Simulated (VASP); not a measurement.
# AlN (I4/mmm) in VASP: further runs, part 2 of 2

VASP 6.6.1.

### 3 Single point, r2SCAN (strain +0.000 along x and y, -0.050 along z)

File POSCAR:

```
AlN
1.0
    0.0000000000      2.0345180000      1.9327921000
    2.0345180000      0.0000000000      1.9327921000
    2.0345180000      2.0345180000      0.0000000000
Al N
1 1
Direct
    0.5000000000      0.5000000000      0.5000000000
    0.0000000000      0.0000000000      0.0000000000
```

File INCAR.step1:

```
SYSTEM = AlN
ALGO     = Normal         ! electronic algorithm
EDIFF    = 1E-4           ! SCF threshold, eV
ENCUT    = 520            ! plane-wave cutoff, eV
GGA      = PE             ! functional
ISMEAR   = 0              ! smearing method
LASPH    = .True.         ! aspherical terms in the spheres
LCHARG   = .False.        ! write CHGCAR
LREAL    = .False.        ! projectors in reciprocal space
LWAVE    = .True.         ! write WAVECAR
NBANDS   = 11             ! bands
NELM     = 80             ! most SCF steps
PREC     = Accurate       ! precision mode
SIGMA    = 0.05           ! smearing width, eV
```

File INCAR.step2:

```
SYSTEM = AlN
ALGO     = Normal         ! electronic algorithm
EDIFF    = 1E-7           ! SCF threshold, eV
ENCUT    = 520            ! plane-wave cutoff, eV
ISIF     = 2              ! what is computed and relaxed
ISMEAR   = 0              ! smearing method
ISTART   = 1            
LASPH    = .True.         ! aspherical terms in the spheres
LCHARG   = .False.        ! write CHGCAR
LMIXTAU  = .True.       
LREAL    = .False.        ! projectors in reciprocal space
LWAVE    = .False.        ! write WAVECAR
METAGGA  = R2SCAN         ! meta-GGA
NBANDS   = 11             ! bands
NELM     = 80             ! most SCF steps
PREC     = Accurate       ! precision mode
SIGMA    = 0.05           ! smearing width, eV
```

File KPOINTS:

```
k-points
0
Gamma
  10 10 10
  0 0 0
```

Potentials or basis: VASP PAW PBE potentials, release 64 (Al, N).

On the command line:

```bash
> cat potpaw_PBE.64/Al/POTCAR potpaw_PBE.64/N/POTCAR > POTCAR
> cp INCAR.step1 INCAR
> mpirun -np 1 vasp_std > vasp.out
> cp INCAR.step2 INCAR
> mpirun -np 1 vasp_std > vasp.out
```

OUTCAR:

```text
SYSTEM = AlN
   EDIFF = 1E-7
   ENCUT = 520
   ISIF = 2
   ISMEAR = 0
   ISTART = 1
   LASPH = .True.
   LREAL = .False.
   METAGGA = R2SCAN
   NELM = 80
   PREC = Accurate

 ion  position               nearest neighbor table
   1  0.500  0.500  0.500-   2 1.93   2 1.93   2 2.03   2 2.03   2 2.03   2 2.03
   2  0.000  0.000  0.000-   1 1.93   1 1.93   1 2.03   1 2.03   1 2.03   1 2.03

  LATTYP: Found a body centered tetragonal cell.
 ALAT       =     2.8772429485
 C/A-ratio  =     1.3435028843

  Lattice vectors:

 A1 = (   0.0000000000,  -2.0345180000,  -1.9327921000)
 A2 = (   0.0000000000,   2.0345180000,  -1.9327921000)
 A3 = (   2.0345180000,   0.0000000000,   1.9327921000)

Analysis of symmetry for initial positions (statically):
=====================================================================
 Subroutine PRICEL returns:
 Original cell was already a primitive cell.

 Routine SETGRP: Setting up the symmetry group for a
 body centered tetragonal supercell.

 Subroutine GETGRP returns: Found 16 space group operations
 (whereof 16 operations were pure point group operations)
 out of a pool of 16 trial point group operations.

The static configuration has the point symmetry D_4h.

Analysis of symmetry for dynamics (positions and initial velocities):
=====================================================================
 Subroutine PRICEL returns:
 Original cell was already a primitive cell.

 Routine SETGRP: Setting up the symmetry group for a
 body centered tetragonal supercell.

 Subroutine GETGRP returns: Found 16 space group operations
 (whereof 16 operations were pure point group operations)
 out of a pool of 16 trial point group operations.

The dynamic configuration has the point symmetry D_4h.

 Subroutine INISYM returns: Found 16 space group operations
 (whereof 16 operations are pure point group operations),
 and found     1 'primitive' translations

----------------------------------------------------------------------------------------

                                     Primitive cell

  volume of cell :      16.0007

  direct lattice vectors                    reciprocal lattice vectors
     0.000000000  2.034518000  1.932792100    -0.245758455  0.245758455  0.258693110
     2.034518000  0.000000000  1.932792100     0.245758455 -0.245758455  0.258693110
     2.034518000  2.034518000  0.000000000     0.245758455  0.245758455 -0.258693110

  length of vectors
     2.806233917  2.806233917  2.877242948     0.433262694  0.433262694  0.433262694

  position of ions in fractional coordinates (direct lattice)
     0.500000000  0.500000000  0.500000000
     0.000000000  0.000000000  0.000000000

  ion indices of the primitive-cell ions
   primitive index   ion index
                 1           1
                 2           2

----------------------------------------------------------------------------------------

 KPOINTS: k-points

Automatic generation of k-mesh.
 Grid dimensions read from file:
 generate k-points for:   10   10   10

 Generating k-lattice:

  Cartesian coordinates                     Fractional coordinates (reciprocal lattice)
[... 39 lines left out ...]
  0.300000  0.300000  0.000000      2.000000
  0.400000  0.300000  0.000000      8.000000
 [... further k-points ...]
   k-points           NKPTS =    102   k-points in BZ     NKDIM =    102   number of bands    NBANDS=     11
   number of dos      NEDOS =    301   number of ions     NIONS =      2
   total plane-waves  NPLWV =  13824
   dimension x,y,z NGX =    24 NGY =   24 NGZ =   24
   dimension x,y,z NGXF=    48 NGYF=   48 NGZF=   48
   ions per type =               1   1
   NGX,Y,Z   is equivalent  to a cutoff of  14.22, 14.22, 13.87 a.u.
   NGXF,Y,Z  is equivalent  to a cutoff of  28.44, 28.44, 27.73 a.u.
 SYSTEM =  AlN
   PREC   = accura    normal or accurate (medium, high low for compatibility)
   ISTART =      1    job   : 0-new  1-cont  2-samecut
   ICHARG =      0    charge: 1-file 2-atom 10-const
   ISPIN  =      1    spin polarized calculation?
   LNONCOLLINEAR =      F non collinear calculations
   LSORBIT =      F    spin-orbit coupling
   LASPH  =      T    aspherical Exc in radial PAW
   ENCUT  =  520.0 eV  38.22 Ry    6.18 a.u.   5.22  5.22  5.35*2*pi/ulx,y,z
   NELM   =     80;   NELMIN=  2; NELMDL=  0     # of ELM steps
   EDIFF  = 0.1E-06   stopping-criterion for ELM
   LREAL  =      F    real-space projection
   EDIFFG = 0.1E-05   stopping-criterion for IOM
   NSW    =      0    number of steps for IOM
   IBRION =     -1    ionic relax: 0-MD 1-quasi-New 2-CG
   NFREE  =      0    steps in history (QN), initial steepest desc. (CG)
   ISIF   =      2    stress and relaxation
   ISYM   =      2    0-nonsym 1-usesym 2-fastsym
   POTIM  = 0.5000    time-step for ionic-motion
   TEBEG  =    0.0;   TEEND  =   0.0 temperature during run
   PSTRESS=    0.0 pullay stress
   NELECT =       8.0000    total number of electrons
   NUPDOWN=      -1.0000    fix difference up-down
   EMIN   =  10.00;   EMAX   =-10.00  energy-range for DOS
   EFERMI =   0.00;   METHOD = LEGACY
   ISMEAR =     0;   SIGMA  =   0.05  broadening in eV -4-tet -1-fermi 0-gaus
   EFERMI_NEDOS =   21; number of points for ismear=-14 and -15
   IALGO  =     38    algorithm
   IMIX   =      4    mixing-type and parameters
     AMIX     =   0.40;   BMIX     =  1.00
     AMIX_MAG =   1.60;   BMIX_MAG =  1.00
  volume/ion in A,a.u.               =       8.00        53.99
  Fermi-wavevector in a.u.,A,eV,Ry     =   1.299348  2.455411 22.970781  1.688305
  Thomas-Fermi vector in A             =   2.430617
   LORBIT       =      0    0 simple, 1 ext, 2 COOP (PROOUT), +10 PAW based schemes
   METAGGA = R2SCAN    functional components
   LHFCALC =     F    Hartree Fock is set to
   AEXX    =    0.0000 exact exchange contribution
   IVDW    =     0    specifies the selected vdW correction
   LEPSILON=     F    determine dielectric tensor
   LRPA    =     F    only Hartree local field effects (RPA)
 non-spin polarized calculation
 Gauss-broadening in eV      SIGMA  =   0.05
  energy-cutoff  :      520.00
  volume of cell :       16.00
 maximum number of plane-waves:       444
 NGX is ok and might be reduce to    24
   NGX = 11   NGY = 11   NGZ = 11

 number of electron       7.9999999 magnetization

 Free energy of the ion-electron system (eV)
  ---------------------------------------------------
  ext. energy  EPLUGINS =         0.00000000
  ---------------------------------------------------
  free energy    TOTEN  =       -18.85513547 eV

  energy without entropy =      -18.85513547  energy(sigma->0) =      -18.85513547

 E-fermi :  10.5427     XC(G=0): -13.0354

 val. band max:       10.3154419659   @ k =   0.0000   0.0000   0.0000
 cond. band min:      15.7337977925   @ k =   0.5000   0.5000   0.0000
 fundamental gap:      5.4183558266
 Fermi energy:        10.5426739794

 k-point     1 :       0.0000    0.0000    0.0000
  band No.  band energies     occupation
      1      -8.5172      2.00000
      2       9.9156      2.00000
      3      10.3154      2.00000
      4      10.3154      2.00000
      5      17.1393      0.00000
      6      23.0004      0.00000
      7      23.0004      0.00000
      8      23.7355      0.00000
      9      28.1405      0.00000
     10      29.1294      0.00000
     11      29.9989      0.00000
[... 309 lines left out ...]
 k-point    24 :       0.4000    0.3000    0.0000
  band No.  band energies     occupation
      1      -5.1908      2.00000
      2       4.0335      2.00000
      3       7.1232      2.00000
      4       7.5350      2.00000
      5      17.0945      0.00000
      6      17.9196      0.00000
      7      24.2782      0.00000
      8      27.0048      0.00000
      9      28.0513      0.00000
     10      33.1421      0.00000
     11      37.2946      0.00000

 [... further k-points ...]

------------------------ aborting loop because EDIFF is reached ----------------------------------------

  FORCE on cell =-STRESS in cart. coord.  units (eV):
  Direction    XX          YY          ZZ          XY          YZ          ZX
  --------------------------------------------------------------------------------------
  -------------------------------------------------------------------------------------
  Total        0.2408698      0.2408698      2.1773522      0.0000000      0.0000000     -0.0000000
  in kB       24.1187415     24.1187415    218.0223730      0.0000000      0.0000000     -0.0000000
  external PRESSURE =      88.7532853 kB  Pullay stress =       0.0000000 kB

 VOLUME and BASIS-vectors are now :
 -----------------------------------------------------------------------------
  energy-cutoff  :      520.00
  volume of cell :       16.00
      direct lattice vectors                 reciprocal lattice vectors
     0.000000000  2.034518000  1.932792100    -0.245758455  0.245758455  0.258693110
     2.034518000  0.000000000  1.932792100     0.245758455 -0.245758455  0.258693110
     2.034518000  2.034518000  0.000000000     0.245758455  0.245758455 -0.258693110

 POSITION                                       TOTAL-FORCE (eV/Angst)
 -----------------------------------------------------------------------------------
      2.03452      2.03452      1.93279         0.000000     -0.000000      0.000000
      0.00000      0.00000      0.00000        -0.000000      0.000000     -0.000000
 -----------------------------------------------------------------------------------
    total drift:                                0.000000     -0.000000     -0.000000

  FREE ENERGIE OF THE ION-ELECTRON SYSTEM (eV)
  ---------------------------------------------------
  free  energy   TOTEN  =       -18.8551354670 eV

  energy  without entropy=      -18.8551354670  energy(sigma->0) =      -18.85513547
```

It took 26 s on 1 thread of Intel Xeon 6975P-C (Granite Rapids), shared host; peak memory 0.14 GiB.

What came out:

```yaml
Free_energy: -18.8551 eV
Pressure: 8.9 GPa
Band_gap_on_the_k_mesh: 5.42 eV, indirect (least direct gap 6.82 eV)
```

Caveat: the cell differs from its parent crystal (strain +0.000 along x and y, -0.050 along z); the PAW data sets were made with another functional, which shifts forces and pressure a little. A k mesh can miss the band edges.
